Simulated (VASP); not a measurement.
# Al2Au (Fm-3m) in VASP: a series of runs, part 2 of 2

VASP 6.6.1. Earlier steps stand in the parts before.

## (3) Relaxation of cell and atoms, LDA

INCAR

```
SYSTEM = Al2Au
PREC = Accurate
ENCUT = 600
EDIFF = 1E-7
ISMEAR = -1
SIGMA = 0.1
LREAL = .False.
LASPH = .True.
NELM = 60
ALGO = Normal
ISIF = 3
LWAVE = .False.
LCHARG = .False.
GGA = CA
IBRION = 2
NSW = 80
EDIFFG = -0.01
```

KPOINTS

```
Automatic mesh
0
Gamma
  9 9 9
  0 0 0
```

POSCAR

```
Al2Au
1.0
    0.0000000000      3.0000000000      3.0000000000
    3.0000000000      0.0000000000      3.0000000000
    3.0000000000      3.0000000000      0.0000000000
Al Au
2 1
Direct
    0.2500000000      0.2500000000      0.2500000000
    0.7500000000      0.7500000000      0.7500000000
    0.0000000000      0.0000000000      0.0000000000
```

Potentials or basis: VASP PAW LDA potentials, release 64 (Al, Au).

Run with:

```console
> cat potpaw_LDA.64/Al/POTCAR potpaw_LDA.64/Au/POTCAR > POTCAR
> mpirun -np 1 vasp_std > vasp.out
```

OUTCAR:

```text
SYSTEM = Al2Au
   PREC = Accurate
   ENCUT = 600
   EDIFF = 1E-7
   ISMEAR = -1
   LREAL = .False.
   LASPH = .True.
   NELM = 60
   ISIF = 3
   GGA = CA
   IBRION = 2
   NSW = 80
   EDIFFG = -0.01

 ion  position               nearest neighbor table
   1  0.250  0.250  0.250-   3 2.60   3 2.60   3 2.60   3 2.60   2 3.00   2 3.00   2 3.00   2 3.00
                             2 3.00   2 3.00
   2  0.750  0.750  0.750-   3 2.60   3 2.60   3 2.60   3 2.60   1 3.00   1 3.00   1 3.00   1 3.00
                             1 3.00   1 3.00
   3  0.000  0.000  0.000-   2 2.60   2 2.60   2 2.60   1 2.60   2 2.60   1 2.60   1 2.60   1 2.60

  LATTYP: Found a face centered cubic cell.
 ALAT       =     6.0000000000

  Lattice vectors:

 A1 = (   0.0000000000,   3.0000000000,   3.0000000000)
 A2 = (   3.0000000000,   0.0000000000,   3.0000000000)
 A3 = (   3.0000000000,   3.0000000000,   0.0000000000)

Analysis of symmetry for initial positions (statically):
=====================================================================
 Subroutine PRICEL returns:
 Original cell was already a primitive cell.

 Routine SETGRP: Setting up the symmetry group for a
 face centered cubic supercell.

 Subroutine GETGRP returns: Found 48 space group operations
 (whereof 48 operations were pure point group operations)
 out of a pool of 48 trial point group operations.

The static configuration has the point symmetry O_h .

Analysis of symmetry for dynamics (positions and initial velocities):
=====================================================================
 Subroutine PRICEL returns:
 Original cell was already a primitive cell.

 Routine SETGRP: Setting up the symmetry group for a
 face centered cubic supercell.

 Subroutine GETGRP returns: Found 48 space group operations
 (whereof 48 operations were pure point group operations)
 out of a pool of 48 trial point group operations.

The dynamic configuration has the point symmetry O_h .

 Subroutine INISYM returns: Found 48 space group operations
 (whereof 48 operations are pure point group operations),
 and found     1 'primitive' translations

----------------------------------------------------------------------------------------

                                     Primitive cell

  volume of cell :      54.0000

  direct lattice vectors                    reciprocal lattice vectors
     0.000000000  3.000000000  3.000000000    -0.166666667  0.166666667  0.166666667
     3.000000000  0.000000000  3.000000000     0.166666667 -0.166666667  0.166666667
     3.000000000  3.000000000  0.000000000     0.166666667  0.166666667 -0.166666667

  length of vectors
     4.242640687  4.242640687  4.242640687     0.288675135  0.288675135  0.288675135

  position of ions in fractional coordinates (direct lattice)
     0.250000000  0.250000000  0.250000000
     0.750000000  0.750000000  0.750000000
     0.000000000  0.000000000  0.000000000

  ion indices of the primitive-cell ions
   primitive index   ion index
                 1           1
                 2           2
                 3           3

----------------------------------------------------------------------------------------

 KPOINTS: Automatic mesh

Automatic generation of k-mesh.
 Grid dimensions read from file:
[... 52 lines left out ...]
   ions per type =               2   1
   NGX,Y,Z   is equivalent  to a cutoff of  14.11, 14.11, 14.11 a.u.
   NGXF,Y,Z  is equivalent  to a cutoff of  28.21, 28.21, 28.21 a.u.
 SYSTEM =  Al2Au
   PREC   = accura    normal or accurate (medium, high low for compatibility)
   ISTART =      0    job   : 0-new  1-cont  2-samecut
   ICHARG =      2    charge: 1-file 2-atom 10-const
   ISPIN  =      1    spin polarized calculation?
   LNONCOLLINEAR =      F non collinear calculations
   LSORBIT =      F    spin-orbit coupling
   LASPH  =      T    aspherical Exc in radial PAW
   ENCUT  =  600.0 eV  44.10 Ry    6.64 a.u.   8.47  8.47  8.47*2*pi/ulx,y,z
   NELM   =     60;   NELMIN=  2; NELMDL= -5     # of ELM steps
   EDIFF  = 0.1E-06   stopping-criterion for ELM
   LREAL  =      F    real-space projection
   EDIFFG = -.1E-01   stopping-criterion for IOM
   NSW    =     80    number of steps for IOM
   IBRION =      2    ionic relax: 0-MD 1-quasi-New 2-CG
   NFREE  =      1    steps in history (QN), initial steepest desc. (CG)
   ISIF   =      3    stress and relaxation
   ISYM   =      2    0-nonsym 1-usesym 2-fastsym
   POTIM  = 0.5000    time-step for ionic-motion
   TEBEG  =    0.0;   TEEND  =   0.0 temperature during run
   PSTRESS=    0.0 pullay stress
   NELECT =      17.0000    total number of electrons
   NUPDOWN=      -1.0000    fix difference up-down
   EMIN   =  10.00;   EMAX   =-10.00  energy-range for DOS
   EFERMI =   0.00;   METHOD = LEGACY
   ISMEAR =    -1;   SIGMA  =   0.10  broadening in eV -4-tet -1-fermi 0-gaus
   EFERMI_NEDOS =   21; number of points for ismear=-14 and -15
   IALGO  =     38    algorithm
   IMIX   =      4    mixing-type and parameters
     AMIX     =   0.40;   BMIX     =  1.00
     AMIX_MAG =   1.60;   BMIX_MAG =  1.00
  volume/ion in A,a.u.               =      18.00       121.47
  Fermi-wavevector in a.u.,A,eV,Ry     =   1.113679  2.104547 16.875035  1.240280
  Thomas-Fermi vector in A             =   2.250266
   LORBIT       =      0    0 simple, 1 ext, 2 COOP (PROOUT), +10 PAW based schemes
   GGA     = CA    functional components
   LHFCALC =     F    Hartree Fock is set to
   AEXX    =    0.0000 exact exchange contribution
   IVDW    =     0    specifies the selected vdW correction
   LEPSILON=     F    determine dielectric tensor
   LRPA    =     F    only Hartree local field effects (RPA)
 conjugate gradient relaxation of ions
 non-spin polarized calculation
  energy-cutoff  :      600.00
  volume of cell :       54.00
 maximum number of plane-waves:      1823
 NGX is ok and might be reduce to    36
   NGX = 17   NGY = 17   NGZ = 17

--------------------------------------- Ionic step        1  -------------------------------------------

 number of electron      17.0000001 magnetization

 Free energy of the ion-electron system (eV)
  ---------------------------------------------------
  ext. energy  EPLUGINS =         0.00000000
  ---------------------------------------------------
  free energy    TOTEN  =       -14.29647704 eV

  energy without entropy =      -14.26323080  energy(sigma->0) =      -14.27985392

------------------------ aborting loop because EDIFF is reached ----------------------------------------

  FORCE on cell =-STRESS in cart. coord.  units (eV):
  Direction    XX          YY          ZZ          XY          YZ          ZX
  --------------------------------------------------------------------------------------
  -------------------------------------------------------------------------------------
  Total       -0.7735304     -0.7735304     -0.7735304      0.0000000      0.0000000      0.0000000
  in kB      -22.9506072    -22.9506072    -22.9506072      0.0000000      0.0000000      0.0000000
  external PRESSURE =     -22.9506072 kB  Pullay stress =       0.0000000 kB
[... 61 lines left out ...]
--------------------------------------- Ionic step        3  -------------------------------------------

 number of electron      17.0000002 magnetization

 Free energy of the ion-electron system (eV)
  ---------------------------------------------------
  ext. energy  EPLUGINS =         0.00000000
  ---------------------------------------------------
  free energy    TOTEN  =       -14.30420007 eV

  energy without entropy =      -14.27118323  energy(sigma->0) =      -14.28769165

 E-fermi :   7.8387     XC(G=0): -10.8015

 val. band max:        7.7872979818   @ k =  -0.3333   0.2222   0.0000
 cond. band min:       7.8753421755   @ k =   0.4444   0.2222   0.1111
 fundamental gap:      0.0880441936
 Fermi energy:         7.8387227154

 k-point     1 :       0.0000    0.0000    0.0000
  band No.  band energies     occupation
      1      -2.8623      2.00000
      2       1.0912      2.00000
      3       1.0912      2.00000
      4       1.0912      2.00000
      5       2.0785      2.00000
      6       2.0785      2.00000
      7      10.0805      0.00000
      8      10.7834      0.00000
      9      10.7834      0.00000
     10      10.7834      0.00000
     11      11.8296      0.00000
     12      11.8296      0.00000
[... 331 lines left out ...]
 k-point    24 :       0.4444    0.4444    0.0000
  band No.  band energies     occupation
      1       0.2945      2.00000
      2       0.4015      2.00000
      3       1.5389      2.00000
      4       1.8785      2.00000
      5       1.8785      2.00000
      6       2.3839      2.00000
      7       3.1335      2.00000
      8       5.7847      2.00000
      9       5.7847      2.00000
     10       9.1765      0.00000
     11       9.9572      0.00000
     12      15.5397      0.00000

 [... further k-points ...]
[... 5 lines left out ...]
  --------------------------------------------------------------------------------------
  -------------------------------------------------------------------------------------
  Total       -0.0018427     -0.0018427     -0.0018427      0.0000000      0.0000000      0.0000000
  in kB       -0.0557642     -0.0557642     -0.0557642      0.0000000      0.0000000      0.0000000
  external PRESSURE =      -0.0557642 kB  Pullay stress =       0.0000000 kB
[... 18 lines left out ...]
  FREE ENERGIE OF THE ION-ELECTRON SYSTEM (eV)
  ---------------------------------------------------
  free  energy   TOTEN  =       -14.3042000693 eV

  energy  without entropy=      -14.2711832263  energy(sigma->0) =      -14.28769165

 reached required accuracy - stopping structural energy minimisation
```

CONTCAR:

```text
Al2Au
   1.00000000000000
    -0.0000000000000000    2.9803006730629695    2.9803006730629695
     2.9803006730629695   -0.0000000000000000    2.9803006730629695
     2.9803006730629695    2.9803006730629695    0.0000000000000000
  Al              Au
     2     1
Direct
     0.2500000000000000    0.2500000000000000    0.2500000000000000
     0.7500000000000000    0.7500000000000000    0.7500000000000000
     0.0000000000000000    0.0000000000000000    0.0000000000000000

  0.00000000E+00  0.00000000E+00  0.00000000E+00
  0.00000000E+00  0.00000000E+00  0.00000000E+00
  0.00000000E+00  0.00000000E+00  0.00000000E+00
```

Run time: 66 s. Hardware: 1 thread of Intel Xeon 6975P-C, shared host; peak memory 0.19 GiB.

Results:

* Free energy: -14.3042 eV
* Relaxed volume: 17.65 Å³/atom
* Relaxed cell: a = 4.215 Å, b = 4.215 Å, c = 4.215 Å, α = 60.00°, β = 60.00°, γ = 60.00°
* Space group after relaxing (to 0.05 Å): Fm-3m (No. 225)
* Energy gained by relaxing: 2.6 meV/atom
* Ionic steps: 3
* Pressure after relaxing: 0.0 GPa

The path:
```
step  energy change (eV)  largest force (eV/Å)  pressure (GPa)  volume (Å³)
   1              0.0000                0.0000           -2.30        54.00
   2             -0.0013                0.0000            2.26        52.01
   3             -0.0077                0.0000           -0.01        52.94
```

Final structure:
```
Al Au
1.0
     0.00000    2.98030    2.98030
     2.98030    0.00000    2.98030
     2.98030    2.98030    0.00000
Al Au
2 1
Direct
  0.25000 0.25000 0.25000
  0.75000 0.75000 0.75000
  0.00000 0.00000 0.00000
```

Caveat: spin-orbit coupling is left out, which moves the levels of the heavy elements.

## (4) Relaxation of cell and atoms, r2SCAN

POSCAR is that of step 3.

INCAR.step1

```
ALGO = Normal
EDIFF = 1E-4
ENCUT = 600
GGA = PE
ISMEAR = -1
LASPH = True
LCHARG = False
LREAL = False
LWAVE = True
NELM = 80
PREC = Accurate
SIGMA = 0.1
```

INCAR.step2

```
ALGO = Normal
EDIFF = 1E-6
EDIFFG = -0.01
ENCUT = 600
IBRION = 2
ISIF = 3
ISMEAR = -1
ISTART = 1
LASPH = True
LCHARG = False
LMIXTAU = True
LREAL = False
LWAVE = False
METAGGA = R2SCAN
NELM = 80
NSW = 80
PREC = Accurate
SIGMA = 0.1
```

KPOINTS

```
k-points
0
Gamma
  9 9 9
```

Potentials or basis: VASP PAW PBE potentials, release 64 (Al, Au).

Run with:

```console
> cat potpaw_PBE.64/Al/POTCAR potpaw_PBE.64/Au/POTCAR > POTCAR
> cp INCAR.step1 INCAR
> mpirun -np 1 vasp_std > vasp.out
> cp INCAR.step2 INCAR
> mpirun -np 1 vasp_std > vasp.out
```

Wall time 3.6 min (1 thread of Intel Xeon 6975P-C, shared host); peak memory 0.23 GiB.

The run converged. Its results:

```
Free energy                            : -65.5566 eV
Relaxed volume                         : 18.04 Å³/atom
Relaxed cell                           : a = 4.246 Å, b = 4.246 Å, c = 4.246 Å, α = 60.00°, β = 60.00°, γ = 60.00°
Space group after relaxing (to 0.05 Å) : Fm-3m (No. 225)
Energy gained by relaxing              : 0.0 meV/atom
Ionic steps                            : 3
Pressure after relaxing                : 0.0 GPa
```

The path:
```
step  energy change (eV)  largest force (eV/Å)  pressure (GPa)  volume (Å³)
   1              0.0000                0.0000            0.35        54.00
   2              0.0000                0.0000           -0.32        54.30
   3             -0.0001                0.0000            0.04        54.13
```

Final structure:
```
CELL_PARAMETERS angstrom
0.00000 3.00249 3.00249
3.00249 0.00000 3.00249
3.00249 3.00249 0.00000
ATOMIC_POSITIONS crystal
Al 0.25000 0.25000 0.25000
Al 0.75000 0.75000 0.75000
Au 0.00000 0.00000 0.00000
```

Levels at points of the mesh, in eV from the Fermi level:
```tsv
k point	band 5	band 6	band 7	band 8	band 9	band 10	band 11	band 12
(0.00, 0.00, 0.00)	-5.93	-5.93	2.88	3.05	3.05	3.05	4.17	4.17
```

Caveat: the PAW data sets were made with another functional, which shifts forces and pressure a little; spin-orbit coupling is left out, which moves the levels of the heavy elements.

## (5) Summary

| level | potentials or basis | gap on the mesh (eV) | pressure (GPa) | relaxed volume (Å³/atom) |
| --- | --- | --- | --- | --- |
| PBEsol | VASP PAW PBE potentials, release 64 (Al, Au) | none | 0.1 | - |
| LDA | VASP PAW LDA potentials, release 64 (Al, Au) | none | 0.0 | 17.65 |
| r2SCAN | VASP PAW PBE potentials, release 64 (Al, Au) | none | 0.0 | 18.04 |

Alike in all rows: task relaxation of cell and atoms; no spin polarisation; cell relaxed; k mesh 9 × 9 × 9; cutoff (eV) 600; smearing fermi-dirac 0.1 eV.

Caveats: spin-orbit coupling is left out, which moves the levels of the heavy elements; the PAW data sets were made with another functional, which shifts forces and pressure a little (some runs); the relaxation stopped at its first step, so nothing moved (some runs).

Total energies depend on the potentials used, so only differences within one code and one set of settings carry meaning.
